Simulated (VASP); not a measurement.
# Sb (Pm-3m) in VASP: settings compared

Aim: see how the results for Sb move with the level of theory and the settings. Levels: r2SCAN50, HF, B3LYP, HSE06. Tasks: single point, relaxation of cell and atoms.

Program: VASP 6.6.1. These are calculated values, not measurements. Logs are shortened: lines on timing, memory, paths and dates and some standing lists are left out, and cuts for length are marked.

## (1) The cell of the first run

Symmetry: Pm-3m, No. 221, cubic system. Conventional cell: a = 3.160 Å, b = 3.160 Å, c = 3.160 Å, α = 90.00°, β = 90.00°, γ = 90.00°. Sb (site symmetry m-3m) has 6 Sb at 3.16 Å within 4.2 Å.

## (2) Single point, r2SCAN50

File POSCAR:

```
Sb
1.0
    3.1600000000      0.0000000000      0.0000000000
    0.0000000000      3.1600000000      0.0000000000
    0.0000000000      0.0000000000      3.1600000000
Sb
1
Direct
    0.0000000000      0.0000000000      0.0000000000
```

File INCAR.step1:

```
PREC = Accurate ; ENCUT = 520
EDIFF = 1E-5 ; ISMEAR = -1
SIGMA = 0.05 ; LREAL = False
LASPH = True ; NELM = 100
ALGO = Normal ; ISIF = 2
LWAVE = True ; LCHARG = False
NBANDS = 8 ; GGA = PE
```

File INCAR.step2:

```
PREC = Accurate ; ENCUT = 520
EDIFF = 1E-6 ; ISMEAR = -1
SIGMA = 0.05 ; LREAL = False
LASPH = True ; NELM = 100
ALGO = Normal ; ISIF = 2
LWAVE = False ; LCHARG = False
METAGGA = R2SCAN ; LHFCALC = True
AEXX = 0.5 ; LMIXTAU = True
PRECFOCK = Normal ; NBANDS = 8
ISTART = 1
```

File KPOINTS:

```
Automatic mesh
0
Gamma
  4 4 4
```

Potentials or basis: VASP PAW PBE potentials, release 64 (Sb).

Started as:

```sh
$ cat potpaw_PBE.64/Sb/POTCAR > POTCAR
$ cp INCAR.step1 INCAR
$ mpirun -np 1 vasp_std > vasp.out
$ cp INCAR.step2 INCAR
$ mpirun -np 1 vasp_std > vasp.out
```

OUTCAR:

```text
PREC = Accurate
   ENCUT = 520
   EDIFF = 1E-6
   ISMEAR = -1
   LREAL = False
   LASPH = True
   NELM = 100
   ISIF = 2
   METAGGA = R2SCAN
   LHFCALC = True
   AEXX = 0.5
   PRECFOCK = Normal
   ISTART = 1

 ion  position               nearest neighbor table
   1  0.000  0.000  0.000-

  LATTYP: Found a simple cubic cell.
 ALAT       =     3.1600000000

  Lattice vectors:

 A1 = (   3.1600000000,   0.0000000000,   0.0000000000)
 A2 = (   0.0000000000,   3.1600000000,   0.0000000000)
 A3 = (   0.0000000000,   0.0000000000,   3.1600000000)

Analysis of symmetry for initial positions (statically):
=====================================================================
 Subroutine PRICEL returns:
 Original cell was already a primitive cell.

 Routine SETGRP: Setting up the symmetry group for a
 simple cubic supercell.

 Subroutine GETGRP returns: Found 48 space group operations
 (whereof 48 operations were pure point group operations)
 out of a pool of 48 trial point group operations.

The static configuration has the point symmetry O_h .

Analysis of symmetry for dynamics (positions and initial velocities):
=====================================================================
 Subroutine PRICEL returns:
 Original cell was already a primitive cell.

 Routine SETGRP: Setting up the symmetry group for a
 simple cubic supercell.

 Subroutine GETGRP returns: Found 48 space group operations
 (whereof 48 operations were pure point group operations)
 out of a pool of 48 trial point group operations.

The dynamic configuration has the point symmetry O_h .

 Subroutine INISYM returns: Found 48 space group operations
 (whereof 48 operations are pure point group operations),
 and found     1 'primitive' translations

----------------------------------------------------------------------------------------

                                     Primitive cell

  volume of cell :      31.5545

  direct lattice vectors                    reciprocal lattice vectors
     3.160000000  0.000000000  0.000000000     0.316455696  0.000000000  0.000000000
     0.000000000  3.160000000  0.000000000     0.000000000  0.316455696  0.000000000
     0.000000000  0.000000000  3.160000000     0.000000000  0.000000000  0.316455696

  length of vectors
     3.160000000  3.160000000  3.160000000     0.316455696  0.316455696  0.316455696

  position of ions in fractional coordinates (direct lattice)
     0.000000000  0.000000000  0.000000000

  ion indices of the primitive-cell ions
   primitive index   ion index
                 1           1

----------------------------------------------------------------------------------------

 KPOINTS: Automatic mesh

Automatic generation of k-mesh.
 Grid dimensions read from file:
 generate k-points for:    4    4    4

 Generating k-lattice:

  Cartesian coordinates                     Fractional coordinates (reciprocal lattice)
     0.079113924  0.000000000  0.000000000     0.250000000  0.000000000  0.000000000
     0.000000000  0.079113924  0.000000000     0.000000000  0.250000000  0.000000000
     0.000000000  0.000000000  0.079113924     0.000000000  0.000000000  0.250000000

  Length of vectors
     0.079113924  0.079113924  0.079113924

  Shift w.r.t. Gamma in fractional coordinates (k-lattice)
     0.000000000  0.000000000  0.000000000

 Subroutine IBZKPT returns following result:
 ===========================================

 Found     10 irreducible k-points:

 Following reciprocal coordinates:
            Coordinates               Weight
  0.000000  0.000000  0.000000      1.000000
  0.250000  0.000000  0.000000      6.000000
  0.500000  0.000000  0.000000      3.000000
  0.250000  0.250000  0.000000     12.000000
  0.500000  0.250000  0.000000     12.000000
  0.500000  0.500000  0.000000      3.000000
  0.250000  0.250000  0.250000      8.000000
  0.500000  0.250000  0.250000     12.000000
  0.500000  0.500000  0.250000      6.000000
  0.500000  0.500000  0.500000      1.000000
   k-points           NKPTS =     10   k-points in BZ     NKDIM =     64   number of bands    NBANDS=      8
   number of dos      NEDOS =    301   number of ions     NIONS =      1
   total plane-waves  NPLWV =  13824
   dimension x,y,z NGX =    24 NGY =   24 NGZ =   24
   dimension x,y,z NGXF=    48 NGYF=   48 NGZF=   48
   ions per type =               1
   NGX,Y,Z   is equivalent  to a cutoff of  12.63, 12.63, 12.63 a.u.
   NGXF,Y,Z  is equivalent  to a cutoff of  25.25, 25.25, 25.25 a.u.
 SYSTEM =  unknown system
   PREC   = accura    normal or accurate (medium, high low for compatibility)
   ISTART =      1    job   : 0-new  1-cont  2-samecut
   ICHARG =      0    charge: 1-file 2-atom 10-const
   ISPIN  =      1    spin polarized calculation?
   LNONCOLLINEAR =      F non collinear calculations
   LSORBIT =      F    spin-orbit coupling
   LASPH  =      T    aspherical Exc in radial PAW
   ENCUT  =  520.0 eV  38.22 Ry    6.18 a.u.   5.88  5.88  5.88*2*pi/ulx,y,z
   NELM   =    100;   NELMIN=  2; NELMDL=  0     # of ELM steps
   EDIFF  = 0.1E-05   stopping-criterion for ELM
   LREAL  =      F    real-space projection
   EDIFFG = 0.1E-04   stopping-criterion for IOM
   NSW    =      0    number of steps for IOM
   IBRION =     -1    ionic relax: 0-MD 1-quasi-New 2-CG
   NFREE  =      0    steps in history (QN), initial steepest desc. (CG)
   ISIF   =      2    stress and relaxation
   ISYM   =      3    0-nonsym 1-usesym 2-fastsym
   POTIM  = 0.5000    time-step for ionic-motion
   TEBEG  =    0.0;   TEEND  =   0.0 temperature during run
   PSTRESS=    0.0 pullay stress
   NELECT =       5.0000    total number of electrons
   NUPDOWN=      -1.0000    fix difference up-down
   EMIN   =  10.00;   EMAX   =-10.00  energy-range for DOS
   EFERMI =   0.00;   METHOD = LEGACY
   ISMEAR =    -1;   SIGMA  =   0.05  broadening in eV -4-tet -1-fermi 0-gaus
   EFERMI_NEDOS =   21; number of points for ismear=-14 and -15
   IALGO  =     38    algorithm
   IMIX   =      1    mixing-type and parameters
     AMIX     =   0.40;   BMIX     =  1.00
     AMIX_MAG =   1.60;   BMIX_MAG =  1.00
  volume/ion in A,a.u.               =      31.55       212.94
  Fermi-wavevector in a.u.,A,eV,Ry     =   0.885886  1.674081 10.677766  0.784794
  Thomas-Fermi vector in A             =   2.006979
   LORBIT       =      0    0 simple, 1 ext, 2 COOP (PROOUT), +10 PAW based schemes
   METAGGA = R2SCAN    functional components
   LHFCALC =     T    Hartree Fock is set to
   PRECFOCK=normal    Normal, Fast or Accurate (Low or Medium for compatibility)
   ENCUT4O =  -1.0   cutoff for four orbital integrals eV
   NKREDX  =     1    reduce k-point grid by
   NKREDY  =     1    reduce k-point grid by
   NKREDZ  =     1    reduce k-point grid by
   AEXX    =    0.5000 exact exchange contribution
   HFSCREEN=    0.0000 screening length (either q_TF or 0.3 A-1)
   HFSCREENC=   0.0000 screening length for correlation (either q_TF or 0.3 A-1)
   ENCUTFOCK=  -1.0 apply spherical cutoff to Coloumb kernel
   IVDW    =     0    specifies the selected vdW correction
   LEPSILON=     F    determine dielectric tensor
   LRPA    =     F    only Hartree local field effects (RPA)
 non-spin polarized calculation
  energy-cutoff  :      520.00
  volume of cell :       31.55
 maximum number of plane-waves:       872
 NGX is ok and might be reduce to    24
  NGX = 18; NGY = 18; NGZ = 18

 number of electron       5.0000001 magnetization

 Free energy of the ion-electron system (eV)
  ---------------------------------------------------
  ext. energy  EPLUGINS =         0.00000000
  ---------------------------------------------------
  free energy    TOTEN  =       -18.05126092 eV

  energy without entropy =      -18.04281232  energy(sigma->0) =      -18.04703662

 E-fermi :   6.5504     XC(G=0):  -5.6340

 val. band max:        4.4035702727   @ k =   0.2500   0.2500   0.2500
 cond. band min:       6.6308927228   @ k =   0.5000   0.2500   0.0000
 fundamental gap:      2.2273224501
 Fermi energy:         6.5504199479

 k-point     1 :       0.0000    0.0000    0.0000
  band No.  band energies     occupation
      1      -9.7479      2.00000
      2      10.5511      0.00000
      3      10.5511      0.00000
      4      10.5511      0.00000
      5      14.6669      0.00000
      6      14.6669      0.00000
      7      16.2854      0.00000
      8      25.8497      0.00000

 k-point     2 :       0.2500    0.0000    0.0000
  band No.  band energies     occupation
      1      -8.7336      2.00000
      2       2.6399      2.00000
      3      11.5301      0.00000
      4      11.5301      0.00000
      5      15.4797      0.00000
      6      16.6307      0.00000
      7      21.9518      0.00000
      8      22.3189      0.00000

 k-point     3 :       0.5000    0.0000    0.0000
  band No.  band energies     occupation
      1      -6.9425      2.00000
      2      -1.7827      2.00000
      3      12.9685      0.00000
      4      12.9685      0.00000
      5      16.9572      0.00000
      6      19.1364      0.00000
      7      19.6816      0.00000
      8      19.8265      0.00000

 k-point     4 :       0.2500    0.2500    0.0000
  band No.  band energies     occupation
      1      -7.7041      2.00000
      2       3.3561      2.00000
      3       4.2120      2.00000
      4      12.5202      0.00000
      5      16.2091      0.00000
      6      17.3210      0.00000
      7      22.4375      0.00000
      8      22.9440      0.00000

 k-point     5 :       0.5000    0.2500    0.0000
  band No.  band energies     occupation
      1      -5.8561      2.00000
      2      -0.7603      2.00000
      3       6.6309      0.33333
      4      13.1899      0.00000
      5      13.9359      0.00000
      6      18.9777      0.00000
      7      20.3873      0.00000
      8      20.7043      0.00000

 k-point     6 :       0.5000    0.5000    0.0000
  band No.  band energies     occupation
      1      -3.7005      2.00000
      2       0.7494      2.00000
      3       0.7494      2.00000
      4       9.9450      0.00000
      5      15.2773      0.00000
      6      21.0060      0.00000
      7      21.5917      0.00000
      8      21.5934      0.00000

 k-point     7 :       0.2500    0.2500    0.2500
  band No.  band energies     occupation
      1      -6.6633      2.00000
      2       4.4036      2.00000
      3       4.4036      2.00000
      4       7.1981      0.00000
      5      16.8836      0.00000
      6      17.6943      0.00000
      7      17.6943      0.00000
      8      23.0818      0.00000

 k-point     8 :       0.5000    0.2500    0.2500
  band No.  band energies     occupation
      1      -4.7592      2.00000
      2       0.2508      2.00000
      3       7.2485      0.00000
      4       8.6169      0.00000
      5      13.6612      0.00000
      6      14.6208      0.00000
      7      18.9640      0.00000
      8      22.4036      0.00000

 k-point     9 :       0.5000    0.5000    0.2500
  band No.  band energies     occupation
      1      -2.5651      2.00000
      2       1.7056      2.00000
      3       1.7056      2.00000
      4       9.5551      0.00000
      5      10.8915      0.00000
      6      15.8496      0.00000
      7      15.8496      0.00000
      8      19.0773      0.00000

 k-point    10 :       0.5000    0.5000    0.5000
  band No.  band energies     occupation
      1      -0.0494      2.00000
      2       3.0236      2.00000
      3       3.0236      2.00000
      4       3.0236      2.00000
      5      12.7740      0.00000
      6      12.7740      0.00000
      7      12.7740      0.00000
      8      15.3942      0.00000

------------------------ aborting loop because EDIFF is reached ----------------------------------------

  FORCE on cell =-STRESS in cart. coord.  units (eV):
  Direction    XX          YY          ZZ          XY          YZ          ZX
  --------------------------------------------------------------------------------------
  -------------------------------------------------------------------------------------
  Total       -2.2413075     -2.2413075     -2.2413075     -0.0000000      0.0000000      0.0000000
  in kB     -113.8022300   -113.8022300   -113.8022300     -0.0000000      0.0000000      0.0000000
  external PRESSURE =    -113.8022300 kB  Pullay stress =       0.0000000 kB

 VOLUME and BASIS-vectors are now :
 -----------------------------------------------------------------------------
  energy-cutoff  :      520.00
  volume of cell :       31.55
      direct lattice vectors                 reciprocal lattice vectors
     3.160000000  0.000000000  0.000000000     0.316455696  0.000000000  0.000000000
     0.000000000  3.160000000  0.000000000     0.000000000  0.316455696  0.000000000
     0.000000000  0.000000000  3.160000000     0.000000000  0.000000000  0.316455696

 POSITION                                       TOTAL-FORCE (eV/Angst)
 -----------------------------------------------------------------------------------
      0.00000      0.00000      0.00000         0.000000      0.000000      0.000000
 -----------------------------------------------------------------------------------
    total drift:                                0.000000      0.000000      0.000000

  FREE ENERGIE OF THE ION-ELECTRON SYSTEM (eV)
  ---------------------------------------------------
  free  energy   TOTEN  =       -18.0512609194 eV

  energy  without entropy=      -18.0428123151  energy(sigma->0) =      -18.04703662
```

It took 63 s on 1 thread of Intel Xeon Platinum 8259CL at 2.50GHz (Skylake/Cascade Lake), shared host; peak memory 0.15 GiB.

Results:

* Free energy: -18.0513 eV
* Pressure: -11.4 GPa

Caveat: the k points lie up to 0.50 Å⁻¹ apart; the PAW data sets were made with another functional, which shifts forces and pressure a little; spin-orbit coupling is left out, which moves the levels of the heavy elements.

## (3) Single point, HF

POSCAR is that of step 2.

File INCAR.step1:

```
PREC     = Accurate       # precision mode
ENCUT    = 520            # plane-wave cutoff, eV
EDIFF    = 1E-5           # SCF threshold, eV
ISMEAR   = -1             # smearing method
SIGMA    = 0.05           # smearing width, eV
LREAL    = False          # projectors in reciprocal space
LASPH    = True           # aspherical terms in the spheres
NELM     = 80             # most SCF steps
ALGO     = Normal         # electronic algorithm
ISIF     = 2              # what is computed and relaxed
LWAVE    = True           # write WAVECAR
LCHARG   = False          # write CHGCAR
NBANDS   = 8              # bands
GGA      = PE             # functional
```

File INCAR.step2:

```
PREC     = Accurate       # precision mode
ENCUT    = 520            # plane-wave cutoff, eV
EDIFF    = 1E-6           # SCF threshold, eV
ISMEAR   = -1             # smearing method
SIGMA    = 0.05           # smearing width, eV
LREAL    = False          # projectors in reciprocal space
LASPH    = True           # aspherical terms in the spheres
NELM     = 80             # most SCF steps
ALGO     = Normal         # electronic algorithm
ISIF     = 2              # what is computed and relaxed
LWAVE    = False          # write WAVECAR
LCHARG   = False          # write CHGCAR
GGA      = PE             # functional
LHFCALC  = True           # exact exchange
AEXX     = 1.0            # exact-exchange fraction
ALDAC    = 0.0          
AGGAC    = 0.0          
PRECFOCK = Normal       
NBANDS   = 8              # bands
ISTART   = 1
```

File KPOINTS:

```
regular mesh
0
Gamma
  4 4 4
```

Potentials or basis: VASP PAW PBE potentials, release 64 (Sb).

Started as:

```sh
$ cat potpaw_PBE.64/Sb/POTCAR > POTCAR
$ cp INCAR.step1 INCAR
$ mpirun -np 1 vasp_std > vasp.out
$ cp INCAR.step2 INCAR
$ mpirun -np 1 vasp_std > vasp.out
```

OUTCAR:

```text
PREC = Accurate
   ENCUT = 520
   EDIFF = 1E-6
   ISMEAR = -1
   LREAL = False
   LASPH = True
   NELM = 80
   ISIF = 2
   GGA = PE
   LHFCALC = True
   AEXX = 1.0
   PRECFOCK = Normal
   ISTART = 1

 ion  position               nearest neighbor table
   1  0.000  0.000  0.000-

  LATTYP: Found a simple cubic cell.
 ALAT       =     3.1600000000

[... 281 lines left out ...]
      3      -4.0150      2.00000
      4       8.7817      0.00000
      5      15.8346      0.00000
      6      15.8346      0.00000
      7      17.7790      0.00000
      8      18.5930      0.00000

------------------------ aborting loop because EDIFF is reached ----------------------------------------

  FORCE on cell =-STRESS in cart. coord.  units (eV):
  Direction    XX          YY          ZZ          XY          YZ          ZX
  --------------------------------------------------------------------------------------
  -------------------------------------------------------------------------------------
  Total       -7.8774287     -7.8774287     -7.8774287     -0.0000000     -0.0000000      0.0000000
  in kB     -399.9758917   -399.9758917   -399.9758917     -0.0000000     -0.0000000      0.0000000
  external PRESSURE =    -399.9758917 kB  Pullay stress =       0.0000000 kB

 VOLUME and BASIS-vectors are now :
 -----------------------------------------------------------------------------
  energy-cutoff  :      520.00
  volume of cell :       31.55
      direct lattice vectors                 reciprocal lattice vectors
     3.160000000  0.000000000  0.000000000     0.316455696  0.000000000  0.000000000
     0.000000000  3.160000000  0.000000000     0.000000000  0.316455696  0.000000000
     0.000000000  0.000000000  3.160000000     0.000000000  0.000000000  0.316455696

 POSITION                                       TOTAL-FORCE (eV/Angst)
 -----------------------------------------------------------------------------------
      0.00000      0.00000      0.00000         0.000000      0.000000      0.000000
 -----------------------------------------------------------------------------------
    total drift:                               -0.000000      0.000001      0.000001

  FREE ENERGIE OF THE ION-ELECTRON SYSTEM (eV)
  ---------------------------------------------------
  free  energy   TOTEN  =       -29.3126104614 eV

  energy  without entropy=      -29.3020666178  energy(sigma->0) =      -29.30733854
```

It took 79 s on 1 thread of Intel Xeon Platinum 8259CL at 2.50GHz (Skylake/Cascade Lake), shared host; peak memory 0.14 GiB.

Results:

* Free energy: -29.3126 eV
* Pressure: -40.0 GPa

Levels at points of the mesh, in eV from the Fermi level:
```csv
k point,band 1,band 2,band 3,band 4,band 5,band 6,band 7
"(0.00, 0.00, 0.00)",-13.11,1.96,1.96,1.96,14.69,14.69,16.55
"(0.50, 0.00, 0.00)",-10.54,-9.01,3.26,3.26,13.91,17.62,20.03
"(0.50, 0.50, 0.00)",-8.91,-8.91,-3.84,4.07,9.02,17.13,17.13
"(0.50, 0.50, 0.50)",-7.65,-7.65,-7.65,5.14,12.20,12.20,14.14
```

Caveat: the k points lie up to 0.50 Å⁻¹ apart; the PAW data sets were made with another functional, which shifts forces and pressure a little; spin-orbit coupling is left out, which moves the levels of the heavy elements.

[end of part 1 of 2]
